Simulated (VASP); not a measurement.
# In (C2/m) in VASP: further runs

Runs on In. Level: r2SCAN. Tasks: single point.

All numbers are computed with VASP 6.6.1; they aren't measurements. Logs are shortened: lines on timing, memory, paths and dates and some standing lists are left out, and cuts for length are marked.

### Step 1. The cell of the first run

The structure is monoclinic, space group C2/m (No. 12). Conventional cell: a = 4.492 Å, b = 4.639 Å, c = 3.339 Å, α = 90.00°, β = 130.88°, γ = 90.00°. Within 4.2 Å of In (site symmetry 2/m) lie 12 In at 3.23 to 3.43 Å.

### Step 2. Single point, r2SCAN

Contents of POSCAR:

```
In
1.0
   -1.6190646052      1.6612415974      2.5247666629
    1.6612415974     -1.6190646052      2.5247666629
    1.5669310712      1.5669310712     -2.4970521319
In
1
Direct
    0.0000000000      0.0000000000      0.0000000000
```

Contents of INCAR.step1:

```
ALGO = Normal
EDIFF = 1E-4
ENCUT = 520
GGA = PE
ISMEAR = -1
LASPH = True
LCHARG = False
LREAL = False
LWAVE = True
NBANDS = 12
NELM = 100
PREC = Accurate
SIGMA = 0.1
```

Contents of INCAR.step2:

```
ALGO = Normal
EDIFF = 1E-6
ENCUT = 520
ISIF = 2
ISMEAR = -1
ISTART = 1
LASPH = True
LCHARG = False
LMIXTAU = True
LREAL = False
LWAVE = False
METAGGA = R2SCAN
NBANDS = 12
NELM = 100
PREC = Accurate
SIGMA = 0.1
```

Contents of KPOINTS:

```
k-points
0
Gamma
  2 2 2
```

Potentials or basis: VASP PAW PBE potentials, release 64 (In_d).

Launch:

```bash
> cat potpaw_PBE.64/In_d/POTCAR > POTCAR
> cp INCAR.step1 INCAR
> mpirun -np 1 vasp_std > vasp.out
> cp INCAR.step2 INCAR
> mpirun -np 1 vasp_std > vasp.out
```

OUTCAR:

```text
EDIFF = 1E-6
   ENCUT = 520
   ISIF = 2
   ISMEAR = -1
   ISTART = 1
   LASPH = True
   LREAL = False
   METAGGA = R2SCAN
   NELM = 100
   PREC = Accurate

 ion  position               nearest neighbor table
   1  0.000  0.000  0.000-

  Warning from LATTYP: Got some problem with cell dimensions!
  Tried to take original basis but could not verify dimensions!
  LATTYP: Found a base centered monoclinic cell.
 ALAT       =     4.4919396200
 B/A-ratio  =     1.0327506407
 C/A-ratio  =     0.7432279121
 COS(beta)  =    -0.6544768028

  Lattice vectors:

 A1 = (   0.0521335340,  -3.2281726686,  -0.0277145310)
 A2 = (  -3.2281726686,   0.0521335340,  -0.0277145310)
 A3 = (   1.5669310712,   1.5669310712,  -2.4970521319)

Analysis of symmetry for initial positions (statically):
=====================================================================
 Subroutine PRICEL returns:
 Original cell was already a primitive cell.

 Routine SETGRP: Setting up the symmetry group for a
 base centered monoclinic supercell.

 Subroutine GETGRP returns: Found  4 space group operations
 (whereof  4 operations were pure point group operations)
 out of a pool of  4 trial point group operations.

The static configuration has the point symmetry C_2h.

Analysis of symmetry for dynamics (positions and initial velocities):
=====================================================================
 Subroutine PRICEL returns:
 Original cell was already a primitive cell.

 Routine SETGRP: Setting up the symmetry group for a
 base centered monoclinic supercell.

 Subroutine GETGRP returns: Found  4 space group operations
 (whereof  4 operations were pure point group operations)
 out of a pool of  4 trial point group operations.

The dynamic configuration has the point symmetry C_2h.

 Subroutine INISYM returns: Found  4 space group operations
 (whereof  4 operations are pure point group operations),
 and found     1 'primitive' translations

----------------------------------------------------------------------------------------

                                     Primitive cell

  volume of cell :      26.3001

  direct lattice vectors                    reciprocal lattice vectors
    -1.619064605  1.661241597  2.524766663     0.003298590  0.308148179  0.195436696
     1.661241597 -1.619064605  2.524766663     0.308148179  0.003298590  0.195436696
     1.566931071  1.566931071 -2.497052132     0.314903486  0.314903486 -0.005260558

  length of vectors
     3.428635376  3.428635376  3.338534905     0.364913255  0.364913255  0.445371849

  position of ions in fractional coordinates (direct lattice)
     0.000000000  0.000000000  0.000000000

  ion indices of the primitive-cell ions
   primitive index   ion index
                 1           1

----------------------------------------------------------------------------------------

 KPOINTS: k-points

Automatic generation of k-mesh.
 Grid dimensions read from file:
 generate k-points for:    2    2    2

 Generating k-lattice:

  Cartesian coordinates                     Fractional coordinates (reciprocal lattice)
     0.001649295  0.154074090  0.097718348     0.500000000 -0.000000000  0.000000000
     0.154074090  0.001649295  0.097718348    -0.000000000  0.500000000  0.000000000
     0.157451743  0.157451743 -0.002630279     0.000000000  0.000000000  0.500000000

  Length of vectors
     0.182456627  0.182456627  0.222685925

  Shift w.r.t. Gamma in fractional coordinates (k-lattice)
     0.000000000  0.000000000  0.000000000

 Subroutine IBZKPT returns following result:
 ===========================================

 Found      6 irreducible k-points:

 Following reciprocal coordinates:
            Coordinates               Weight
  0.000000  0.000000  0.000000      1.000000
  0.500000  0.000000  0.000000      2.000000
  0.500000  0.500000  0.000000      1.000000
 -0.000000 -0.000000  0.500000      1.000000
  0.500000  0.000000  0.500000      2.000000
  0.500000  0.500000  0.500000      1.000000
   k-points           NKPTS =      6   k-points in BZ     NKDIM =      6   number of bands    NBANDS=     12
   number of dos      NEDOS =    301   number of ions     NIONS =      1
   total plane-waves  NPLWV =  21952
   dimension x,y,z NGX =    28 NGY =   28 NGZ =   28
   dimension x,y,z NGXF=    56 NGYF=   56 NGZF=   56
   ions per type =               1
   NGX,Y,Z   is equivalent  to a cutoff of  13.58, 13.58, 13.94 a.u.
   NGXF,Y,Z  is equivalent  to a cutoff of  27.15, 27.15, 27.89 a.u.
 SYSTEM =  unknown system
   PREC   = accura    normal or accurate (medium, high low for compatibility)
   ISTART =      1    job   : 0-new  1-cont  2-samecut
   ICHARG =      0    charge: 1-file 2-atom 10-const
   ISPIN  =      1    spin polarized calculation?
   LNONCOLLINEAR =      F non collinear calculations
   LSORBIT =      F    spin-orbit coupling
   LASPH  =      T    aspherical Exc in radial PAW
   ENCUT  =  520.0 eV  38.22 Ry    6.18 a.u.   6.37  6.37  6.21*2*pi/ulx,y,z
   NELM   =    100;   NELMIN=  2; NELMDL=  0     # of ELM steps
   EDIFF  = 0.1E-05   stopping-criterion for ELM
   LREAL  =      F    real-space projection
   EDIFFG = 0.1E-04   stopping-criterion for IOM
   NSW    =      0    number of steps for IOM
   IBRION =     -1    ionic relax: 0-MD 1-quasi-New 2-CG
   NFREE  =      0    steps in history (QN), initial steepest desc. (CG)
   ISIF   =      2    stress and relaxation
   ISYM   =      2    0-nonsym 1-usesym 2-fastsym
   POTIM  = 0.5000    time-step for ionic-motion
   TEBEG  =    0.0;   TEEND  =   0.0 temperature during run
   PSTRESS=    0.0 pullay stress
   NELECT =      13.0000    total number of electrons
   NUPDOWN=      -1.0000    fix difference up-down
   EMIN   =  10.00;   EMAX   =-10.00  energy-range for DOS
   EFERMI =   0.00;   METHOD = LEGACY
   ISMEAR =    -1;   SIGMA  =   0.10  broadening in eV -4-tet -1-fermi 0-gaus
   EFERMI_NEDOS =   21; number of points for ismear=-14 and -15
   IALGO  =     38    algorithm
   IMIX   =      4    mixing-type and parameters
     AMIX     =   0.40;   BMIX     =  1.00
     AMIX_MAG =   1.60;   BMIX_MAG =  1.00
  volume/ion in A,a.u.               =      26.30       177.48
  Fermi-wavevector in a.u.,A,eV,Ry     =   1.294404  2.446069 22.796318  1.675482
  Thomas-Fermi vector in A             =   2.425989
   LORBIT       =      0    0 simple, 1 ext, 2 COOP (PROOUT), +10 PAW based schemes
   METAGGA = R2SCAN    functional components
   LHFCALC =     F    Hartree Fock is set to
   AEXX    =    0.0000 exact exchange contribution
   IVDW    =     0    specifies the selected vdW correction
   LEPSILON=     F    determine dielectric tensor
   LRPA    =     F    only Hartree local field effects (RPA)
 non-spin polarized calculation
  energy-cutoff  :      520.00
  volume of cell :       26.30
 maximum number of plane-waves:       718
 NGX is ok and might be reduce to    28
   NGX = 13   NGY = 13   NGZ = 13

 number of electron      13.0000002 magnetization

 Free energy of the ion-electron system (eV)
  ---------------------------------------------------
  ext. energy  EPLUGINS =         0.00000000
  ---------------------------------------------------
  free energy    TOTEN  =       -23.10815013 eV

  energy without entropy =      -23.09255633  energy(sigma->0) =      -23.10035323

 E-fermi :   5.3159     XC(G=0): -11.1360

 val. band max:        5.0805450082   @ k =   0.5000   0.5000   0.0000
 cond. band min:       5.5649351681   @ k =  -0.0000  -0.0000   0.5000
 fundamental gap:      0.4843901599
 Fermi energy:         5.3159365449

 k-point     1 :       0.0000    0.0000    0.0000
  band No.  band energies     occupation
      1      -8.0605      2.00000
      2      -7.9539      2.00000
      3      -7.8631      2.00000
      4      -7.8612      2.00000
      5      -7.7106      2.00000
      6      -2.6429      2.00000
      7      18.3198      0.00000
      8      18.5086      0.00000
      9      19.0487      0.00000
     10      19.6961      0.00000
     11      21.6463      0.00000
     12      22.1558      0.00000

 k-point     2 :       0.5000    0.0000    0.0000
  band No.  band energies     occupation
      1      -8.0425      2.00000
      2      -8.0093      2.00000
      3      -7.8930      2.00000
      4      -7.6527      2.00000
      5      -7.5969      2.00000
      6       2.8229      2.00000
      7       3.7488      2.00000
      8      15.2223      0.00000
      9      17.3893      0.00000
     10      19.1262      0.00000
     11      19.6471      0.00000
     12      21.0664      0.00000

 k-point     3 :       0.5000    0.5000    0.0000
  band No.  band energies     occupation
      1      -8.1939      2.00000
      2      -8.0681      2.00000
      3      -7.6700      2.00000
      4      -7.6199      2.00000
      5      -7.5087      2.00000
      6       5.0805      1.82649
      7       5.7734      0.02040
      8      10.9869      0.00000
      9      12.0195      0.00000
     10      14.7126      0.00000
     11      15.3929      0.00000
     12      28.3930      0.00000

 k-point     4 :      -0.0000   -0.0000    0.5000
  band No.  band energies     occupation
      1      -8.1381      2.00000
      2      -8.1181      2.00000
      3      -7.6663      2.00000
      4      -7.6141      2.00000
      5      -7.5156      2.00000
      6       5.5649      0.15313
      7       6.2734      0.00014
      8      10.6552      0.00000
      9      11.3864      0.00000
     10      14.4830      0.00000
     11      14.5845      0.00000
     12      28.4341      0.00000

 k-point     5 :       0.5000    0.0000    0.5000
  band No.  band energies     occupation
      1      -8.0359      2.00000
      2      -8.0197      2.00000
      3      -7.8863      2.00000
      4      -7.6469      2.00000
      5      -7.5889      2.00000
      6       3.0927      2.00000
      7       3.8343      2.00000
      8      14.7326      0.00000
      9      17.2853      0.00000
     10      18.6080      0.00000
     11      19.4136      0.00000
     12      21.2207      0.00000

 k-point     6 :       0.5000    0.5000    0.5000
  band No.  band energies     occupation
      1      -8.2290      2.00000
      2      -8.0908      2.00000
      3      -7.6269      2.00000
      4      -7.6121      2.00000
      5      -7.5825      2.00000
      6       4.0850      1.99999
      7       4.3624      1.99986
      8      12.6691      0.00000
      9      12.7312      0.00000
     10      16.0005      0.00000
     11      16.5227      0.00000
     12      31.2272      0.00000

------------------------ aborting loop because EDIFF is reached ----------------------------------------

  FORCE on cell =-STRESS in cart. coord.  units (eV):
  Direction    XX          YY          ZZ          XY          YZ          ZX
  --------------------------------------------------------------------------------------
  -------------------------------------------------------------------------------------
  Total       -2.3848870     -2.3848870      0.9937458     -0.9414463     -0.2404015     -0.2404016
  in kB     -145.2848121   -145.2848121     60.5379523    -57.3519204    -14.6450091    -14.6450154
  external PRESSURE =     -76.6772240 kB  Pullay stress =       0.0000000 kB

 VOLUME and BASIS-vectors are now :
 -----------------------------------------------------------------------------
  energy-cutoff  :      520.00
  volume of cell :       26.30
      direct lattice vectors                 reciprocal lattice vectors
    -1.619064605  1.661241597  2.524766663     0.003298590  0.308148179  0.195436696
     1.661241597 -1.619064605  2.524766663     0.308148179  0.003298590  0.195436696
     1.566931071  1.566931071 -2.497052132     0.314903486  0.314903486 -0.005260558

 POSITION                                       TOTAL-FORCE (eV/Angst)
 -----------------------------------------------------------------------------------
      0.00000      0.00000      0.00000         0.000000      0.000000      0.000000
 -----------------------------------------------------------------------------------
    total drift:                               -0.000000     -0.000000     -0.000000

  FREE ENERGIE OF THE ION-ELECTRON SYSTEM (eV)
  ---------------------------------------------------
  free  energy   TOTEN  =       -23.1081501262 eV

  energy  without entropy=      -23.0925563313  energy(sigma->0) =      -23.10035323
```

It took 8.9 s on 1 thread of Intel Xeon 6975P-C (Granite Rapids), shared host; peak memory 0.15 GiB.

Results:

```
Free energy : -23.1082 eV
Pressure    : -7.7 GPa
```

Stress tensor (GPa, compression positive):
```
-14.53  -5.74  -1.46
 -5.74 -14.53  -1.46
 -1.46  -1.46   6.05
```

Caveat: the k points lie up to 1.40 Å⁻¹ apart; the PAW data sets were made with another functional, which shifts forces and pressure a little; spin-orbit coupling is left out, which moves the levels of the heavy elements.

### Step 3. Single point, r2SCAN

POSCAR is that of step 2.

Contents of INCAR.step1:

```
PREC = Accurate
ENCUT = 520
ISMEAR = -1
SIGMA = 0.1
LREAL = False
LASPH = True
NELM = 80
NBANDS = 12
GGA = PE
ALGO = Normal
EDIFF = 1E-4
LWAVE = True
LCHARG = False
```

Contents of INCAR.step2:

```
PREC = Accurate
ENCUT = 520
EDIFF = 1E-6
ISMEAR = -1
SIGMA = 0.1
LREAL = False
LASPH = True
NELM = 80
ALGO = Normal
ISIF = 2
LWAVE = False
LCHARG = False
METAGGA = R2SCAN
LMIXTAU = True
NBANDS = 12
ISTART = 1
```

Contents of KPOINTS:

```
Automatic mesh
0
Gamma
  3 3 4
```

Potentials or basis: VASP PAW PBE potentials, release 64 (In_d).

Launch:

```bash
> cat potpaw_PBE.64/In_d/POTCAR > POTCAR
> cp INCAR.step1 INCAR
> mpirun -np 1 vasp_std > vasp.out
> cp INCAR.step2 INCAR
> mpirun -np 1 vasp_std > vasp.out
```

Wall time 14 s (1 thread of Intel Xeon 6975P-C (Granite Rapids), shared host); peak memory 0.15 GiB.

Results (log left out):

| Property | Result |
| --- | --- |
| Free energy | -22.5560 eV |
| Pressure | 0.9 GPa |

Stress tensor (GPa, compression positive):
```
-1.34  0.00  0.93
 0.00 -1.34  0.93
 0.93  0.93  5.39
```

Levels at points of the mesh, in eV from the Fermi level:
| k point | band 4 | band 5 | band 6 | band 7 | band 8 | band 9 |
| --- | --- | --- | --- | --- | --- | --- |
| (0.00, 0.00, 0.00) | -14.97 | -14.76 | -9.80 | 11.01 | 11.23 | 11.70 |
| (0.00, 0.00, 0.50) | -14.72 | -14.56 | -1.66 | -0.94 | 3.38 | 4.14 |

Caveat: the k points lie up to 0.76 Å⁻¹ apart; the PAW data sets were made with another functional, which shifts forces and pressure a little; spin-orbit coupling is left out, which moves the levels of the heavy elements.
